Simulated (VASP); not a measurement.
# TaN (Fm-3m) in VASP: notebook

Runs on TaN. Level: PBE. Tasks: single point.

Everything below comes from runs of VASP 6.6.1. Logs are shortened: lines on timing, memory, paths and dates and some standing lists are left out, and cuts for length are marked.

## Step 1: The cell of the first run

Symmetry: Fm-3m, No. 225, cubic system. Conventional cell: a = 4.413 Å, b = 4.413 Å, c = 4.413 Å, α = 90.00°, β = 90.00°, γ = 90.00°. Ta (site symmetry m-3m) has 6 N at 2.21 Å within 2.9 Å. N (site symmetry m-3m) has 6 Ta at 2.21 Å within 2.9 Å.

## Step 2: Single point, PBE

File INCAR:

```
PREC = Accurate ; ENCUT = 700
EDIFF = 1E-6 ; ISMEAR = 0
SIGMA = 0.1 ; LREAL = F
LASPH = T ; NELM = 120
ALGO = Normal ; ISIF = 2
LWAVE = F ; LCHARG = T
GGA = PE ; LELF = T
LVHAR = T ; NBANDS = 16
GGA_COMPAT = F
```

File KPOINTS:

```
Automatic mesh
0
Gamma
  16 16 16
```

File POSCAR:

```
TaN
1.0
    0.0000000000      2.2063601035      2.2063601035
    2.2063601035      0.0000000000      2.2063601035
    2.2063601035      2.2063601035      0.0000000000
Ta N
1 1
Direct
    0.5000000000      0.5000000000      0.5000000000
    0.0000000000      0.0000000000      0.0000000000
```

Potentials or basis: VASP PAW PBE potentials, release 64 (Ta_sv_GW, N).

Command:

```console
$ cat potpaw_PBE.64/Ta_sv_GW/POTCAR potpaw_PBE.64/N/POTCAR > POTCAR
$ mpirun -np 1 vasp_std > vasp.out
```

OUTCAR:

```text
PREC = Accurate
   ENCUT = 700
   EDIFF = 1E-6
   ISMEAR = 0
   LREAL = F
   LASPH = T
   NELM = 120
   ISIF = 2
   GGA = PE

 ion  position               nearest neighbor table
   1  0.500  0.500  0.500-   2 2.21   2 2.21   2 2.21   2 2.21   2 2.21   2 2.21
   2  0.000  0.000  0.000-   1 2.21   1 2.21   1 2.21   1 2.21   1 2.21   1 2.21

  LATTYP: Found a face centered cubic cell.
 ALAT       =     4.4127202070

  Lattice vectors:

 A1 = (   0.0000000000,   2.2063601035,   2.2063601035)
 A2 = (   2.2063601035,   0.0000000000,   2.2063601035)
 A3 = (   2.2063601035,   2.2063601035,   0.0000000000)

Analysis of symmetry for initial positions (statically):
=====================================================================
 Subroutine PRICEL returns:
 Original cell was already a primitive cell.

 Routine SETGRP: Setting up the symmetry group for a
 face centered cubic supercell.

 Subroutine GETGRP returns: Found 48 space group operations
 (whereof 48 operations were pure point group operations)
 out of a pool of 48 trial point group operations.

The static configuration has the point symmetry O_h .

Analysis of symmetry for dynamics (positions and initial velocities):
=====================================================================
 Subroutine PRICEL returns:
 Original cell was already a primitive cell.

 Routine SETGRP: Setting up the symmetry group for a
 face centered cubic supercell.

 Subroutine GETGRP returns: Found 48 space group operations
 (whereof 48 operations were pure point group operations)
 out of a pool of 48 trial point group operations.

The dynamic configuration has the point symmetry O_h .

 Subroutine INISYM returns: Found 48 space group operations
 (whereof 48 operations are pure point group operations),
 and found     1 'primitive' translations

----------------------------------------------------------------------------------------

                                     Primitive cell

  volume of cell :      21.4812

  direct lattice vectors                    reciprocal lattice vectors
     0.000000000  2.206360103  2.206360103    -0.226617586  0.226617586  0.226617586
     2.206360103  0.000000000  2.206360103     0.226617586 -0.226617586  0.226617586
     2.206360103  2.206360103  0.000000000     0.226617586  0.226617586 -0.226617586

  length of vectors
     3.120264382  3.120264382  3.120264382     0.392513172  0.392513172  0.392513172

  position of ions in fractional coordinates (direct lattice)
     0.500000000  0.500000000  0.500000000
     0.000000000  0.000000000  0.000000000

  ion indices of the primitive-cell ions
   primitive index   ion index
                 1           1
                 2           2

----------------------------------------------------------------------------------------

 KPOINTS: Automatic mesh

Automatic generation of k-mesh.
 Grid dimensions read from file:
 generate k-points for:   16   16   16

 Generating k-lattice:

  Cartesian coordinates                     Fractional coordinates (reciprocal lattice)
    -0.014163599  0.014163599  0.014163599     0.062500000  0.000000000  0.000000000
     0.014163599 -0.014163599  0.014163599     0.000000000  0.062500000  0.000000000
     0.014163599  0.014163599 -0.014163599     0.000000000  0.000000000  0.062500000

  Length of vectors
     0.024532073  0.024532073  0.024532073

  Shift w.r.t. Gamma in fractional coordinates (k-lattice)
     0.000000000  0.000000000  0.000000000

 Subroutine IBZKPT returns following result:
 ===========================================

 Found    145 irreducible k-points:

 Following reciprocal coordinates:
            Coordinates               Weight
  0.000000  0.000000  0.000000      1.000000
  0.062500  0.000000  0.000000      8.000000
  0.125000  0.000000  0.000000      8.000000
  0.187500  0.000000  0.000000      8.000000
  0.250000  0.000000  0.000000      8.000000
  0.312500  0.000000  0.000000      8.000000
[... 16 lines left out ...]
 -0.125000  0.062500  0.000000     24.000000
 -0.062500  0.062500  0.000000     12.000000
 [... further k-points ...]
   k-points           NKPTS =    145   k-points in BZ     NKDIM =    145   number of bands    NBANDS=     16
   number of dos      NEDOS =    301   number of ions     NIONS =      2
   total plane-waves  NPLWV =  21952
   dimension x,y,z NGX =    28 NGY =   28 NGZ =   28
   dimension x,y,z NGXF=    56 NGYF=   56 NGZF=   56
   ions per type =               1   1
   NGX,Y,Z   is equivalent  to a cutoff of  14.92, 14.92, 14.92 a.u.
   NGXF,Y,Z  is equivalent  to a cutoff of  29.84, 29.84, 29.84 a.u.
 SYSTEM =  unknown system
   PREC   = accura    normal or accurate (medium, high low for compatibility)
   ISTART =      0    job   : 0-new  1-cont  2-samecut
   ICHARG =      2    charge: 1-file 2-atom 10-const
   ISPIN  =      1    spin polarized calculation?
   LNONCOLLINEAR =      F non collinear calculations
   LSORBIT =      F    spin-orbit coupling
   LASPH  =      T    aspherical Exc in radial PAW
   ENCUT  =  700.0 eV  51.45 Ry    7.17 a.u.   6.73  6.73  6.73*2*pi/ulx,y,z
   NELM   =    120;   NELMIN=  2; NELMDL= -5     # of ELM steps
   EDIFF  = 0.1E-05   stopping-criterion for ELM
   LREAL  =      F    real-space projection
   EDIFFG = 0.1E-04   stopping-criterion for IOM
   NSW    =      0    number of steps for IOM
   IBRION =     -1    ionic relax: 0-MD 1-quasi-New 2-CG
   NFREE  =      0    steps in history (QN), initial steepest desc. (CG)
   ISIF   =      2    stress and relaxation
   ISYM   =      2    0-nonsym 1-usesym 2-fastsym
   POTIM  = 0.5000    time-step for ionic-motion
   TEBEG  =    0.0;   TEEND  =   0.0 temperature during run
   PSTRESS=    0.0 pullay stress
   NELECT =      18.0000    total number of electrons
   NUPDOWN=      -1.0000    fix difference up-down
   EMIN   =  10.00;   EMAX   =-10.00  energy-range for DOS
   EFERMI =   0.00;   METHOD = LEGACY
   ISMEAR =     0;   SIGMA  =   0.10  broadening in eV -4-tet -1-fermi 0-gaus
   EFERMI_NEDOS =   21; number of points for ismear=-14 and -15
   IALGO  =     38    algorithm
   IMIX   =      4    mixing-type and parameters
     AMIX     =   0.40;   BMIX     =  1.00
     AMIX_MAG =   1.60;   BMIX_MAG =  1.00
  volume/ion in A,a.u.               =      10.74        72.48
  Fermi-wavevector in a.u.,A,eV,Ry     =   1.543403  2.916608 32.410330  2.382092
  Thomas-Fermi vector in A             =   2.649071
   LORBIT       =      0    0 simple, 1 ext, 2 COOP (PROOUT), +10 PAW based schemes
   GGA     = PE    functional components
   LHFCALC =     F    Hartree Fock is set to
   AEXX    =    0.0000 exact exchange contribution
   IVDW    =     0    specifies the selected vdW correction
   LEPSILON=     F    determine dielectric tensor
   LRPA    =     F    only Hartree local field effects (RPA)
 non-spin polarized calculation
 Gauss-broadening in eV      SIGMA  =   0.10
  energy-cutoff  :      700.00
  volume of cell :       21.48
 maximum number of plane-waves:       934
   NGX = 13   NGY = 13   NGZ = 13

 number of electron      18.0000000 magnetization

 Free energy of the ion-electron system (eV)
  ---------------------------------------------------
  ext. energy  EPLUGINS =         0.00000000
  ---------------------------------------------------
  free energy    TOTEN  =       -24.35970029 eV

  energy without entropy =      -24.35392539  energy(sigma->0) =      -24.35681284

 E-fermi :  13.6490     XC(G=0): -13.7222

 val. band max:       13.6371251204   @ k =  -0.2500   0.3750   0.1250
 cond. band min:      13.6521707777   @ k =  -0.3125   0.3125   0.1250
 fundamental gap:      0.0150456573
 Fermi energy:        13.6489923319

 k-point     1 :       0.0000    0.0000    0.0000
  band No.  band energies     occupation
      1     -55.9354      2.00000
      2     -22.1159      2.00000
      3     -22.1159      2.00000
      4     -22.1159      2.00000
      5      -5.1101      2.00000
      6       9.8571      2.00000
[... 8 lines left out ...]
     15      22.8240      0.00000
     16      37.5520      0.00000

 k-point     2 :       0.0625    0.0000    0.0000
  band No.  band energies     occupation
      1     -55.9335      2.00000
      2     -22.1495      2.00000
      3     -22.1190      2.00000
      4     -22.1190      2.00000
      5      -5.0177      2.00000
      6       9.3521      2.00000
[... 8 lines left out ...]
     15      23.1115      0.00000
     16      36.0365      0.00000

 k-point     3 :       0.1250    0.0000    0.0000
  band No.  band energies     occupation
      1     -55.9278      2.00000
      2     -22.2441      2.00000
      3     -22.1277      2.00000
      4     -22.1277      2.00000
      5      -4.7502      2.00000
      6       8.3243      2.00000
[... 8 lines left out ...]
     15      23.9081      0.00000
     16      33.8107      0.00000

 k-point     4 :       0.1875    0.0000    0.0000
  band No.  band energies     occupation
      1     -55.9191      2.00000
      2     -22.3825      2.00000
      3     -22.1408      2.00000
      4     -22.1408      2.00000
      5      -4.3360      2.00000
      6       7.1746      2.00000
[... 8 lines left out ...]
     15      24.9863      0.00000
     16      31.8111      0.00000
[... 324 lines left out ...]
 k-point    22 :      -0.1875    0.0625    0.0000
  band No.  band energies     occupation
      1     -55.9144      2.00000
      2     -22.4402      2.00000
      3     -22.1776      2.00000
      4     -22.1352      2.00000
      5      -4.1192      2.00000
      6       6.6291      2.00000
[... 8 lines left out ...]
     15      25.5059      0.00000
     16      30.3068      0.00000

 k-point    23 :      -0.1250    0.0625    0.0000
  band No.  band energies     occupation
      1     -55.9235      2.00000
      2     -22.2990      2.00000
      3     -22.1577      2.00000
      4     -22.1237      2.00000
      5      -4.5580      2.00000
      6       7.6797      2.00000
[... 8 lines left out ...]
     15      24.4687      0.00000
     16      32.2922      0.00000

 k-point    24 :      -0.0625    0.0625    0.0000
  band No.  band energies     occupation
      1     -55.9302      2.00000
      2     -22.1960      2.00000
      3     -22.1372      2.00000
      4     -22.1180      2.00000
      5      -4.8687      2.00000
      6       8.6622      2.00000
[... 8 lines left out ...]
     15      23.5684      0.00000
     16      34.5062      0.00000

 [... further k-points ...]

------------------------ aborting loop because EDIFF is reached ----------------------------------------

  FORCE on cell =-STRESS in cart. coord.  units (eV):
  Direction    XX          YY          ZZ          XY          YZ          ZX
  --------------------------------------------------------------------------------------
  -------------------------------------------------------------------------------------
  Total        0.1243825      0.1243825      0.1243825     -0.0000000      0.0000000      0.0000000
  in kB        9.2770687      9.2770687      9.2770687     -0.0000000      0.0000000      0.0000000
  external PRESSURE =       9.2770687 kB  Pullay stress =       0.0000000 kB

 VOLUME and BASIS-vectors are now :
 -----------------------------------------------------------------------------
  energy-cutoff  :      700.00
  volume of cell :       21.48
      direct lattice vectors                 reciprocal lattice vectors
     0.000000000  2.206360103  2.206360103    -0.226617586  0.226617586  0.226617586
     2.206360103  0.000000000  2.206360103     0.226617586 -0.226617586  0.226617586
     2.206360103  2.206360103  0.000000000     0.226617586  0.226617586 -0.226617586

 POSITION                                       TOTAL-FORCE (eV/Angst)
 -----------------------------------------------------------------------------------
      2.20636      2.20636      2.20636         0.000000     -0.000000     -0.000000
      0.00000      0.00000      0.00000        -0.000000      0.000000      0.000000
 -----------------------------------------------------------------------------------
    total drift:                                0.000000      0.000000      0.000000

  FREE ENERGIE OF THE ION-ELECTRON SYSTEM (eV)
  ---------------------------------------------------
  free  energy   TOTEN  =       -24.3597002907 eV

  energy  without entropy=      -24.3539253885  energy(sigma->0) =      -24.35681284
```

It took 88 s on 1 thread of Intel Xeon Platinum 8259CL at 2.50GHz (Skylake/Cascade Lake), shared host; peak memory 0.23 GiB.

What came out:

- Free energy: -24.3597 eV
- Pressure: 0.9 GPa
- Band gap on the k mesh: zero (bands 9 and 10 overlap by 3.95 eV)

Caveat: spin-orbit coupling is left out, which moves the levels of the heavy elements.

## Step 3: Single point, PBE

This run uses another cell than the first one: it holds 16 atoms, not 2.

File INCAR:

```
  PREC = Accurate
  ENCUT = 520
  EDIFF = 1E-6
  ISMEAR = 0
  SIGMA = 0.1
  LREAL = Auto
  LASPH = T
  NELM = 60
  ALGO = Normal
  ISIF = 2
  LWAVE = F
  LCHARG = F
  GGA = PE
  NBANDS = 78
```

File KPOINTS:

```
Automatic mesh
0
Gamma
  8 8 8
```

File POSCAR:

```
TaN
1.0
    0.0000000000      4.4172695491     -4.4172695491
    4.4172695491      4.4172695491      0.0000000000
    4.4172695491      0.0000000000     -4.4172695491
Ta N
8 8
Direct
    0.2500000000      0.7500000000      0.2500000000
    0.2500000000      0.2500000000      0.2500000000
    0.7500000000      0.7500000000      0.2500000000
    0.7500000000      0.2500000000      0.2500000000
    0.2500000000      0.7500000000      0.7500000000
    0.2500000000      0.2500000000      0.7500000000
    0.7500000000      0.7500000000      0.7500000000
    0.7500000000      0.2500000000      0.7500000000
    0.0000000000      0.0000000000      0.5000000000
    0.0000000000      0.5000000000      0.5000000000
    0.5000000000      0.0000000000      0.5000000000
    0.5000000000      0.5000000000      0.5000000000
    0.0000000000      0.0000000000      1.0000000000
    0.0000000000      0.5000000000      1.0000000000
    0.5000000000      0.0000000000      1.0000000000
    0.5000000000      0.5000000000      1.0000000000
```

Potentials or basis: VASP PAW PBE potentials, release 64 (Ta_pv, N).

Command:

```console
$ cat potpaw_PBE.64/Ta_pv/POTCAR potpaw_PBE.64/N/POTCAR > POTCAR
$ mpirun -np 1 vasp_std > vasp.out
```

It took 10 min on 1 thread of Intel Xeon Platinum 8488C (Sapphire Rapids), shared host; peak memory 0.46 GiB.

Results (log left out):

```
Free energy            : -174.6152 eV
Pressure               : 0.8 GPa
Band gap on the k mesh : zero (bands 64 and 65 overlap by 1.64 eV)
```

Levels at points of the mesh, in eV from the Fermi level:
```
           k point  band 61  band 62  band 63  band 64  band 65  band 66  band 67  band 68
(0.00, 0.00, 0.00)    -2.06    -2.06     0.07     0.07     1.41     1.87     1.87     1.87
(0.50, 0.00, 0.00)    -2.01    -2.01    -0.76    -0.76    -0.38    -0.38    -0.38    -0.38
(0.50, 0.50, 0.00)    -0.17    -0.17     0.42     0.42     0.42     0.42     0.63     0.63
```

Caveat: spin-orbit coupling is left out, which moves the levels of the heavy elements.
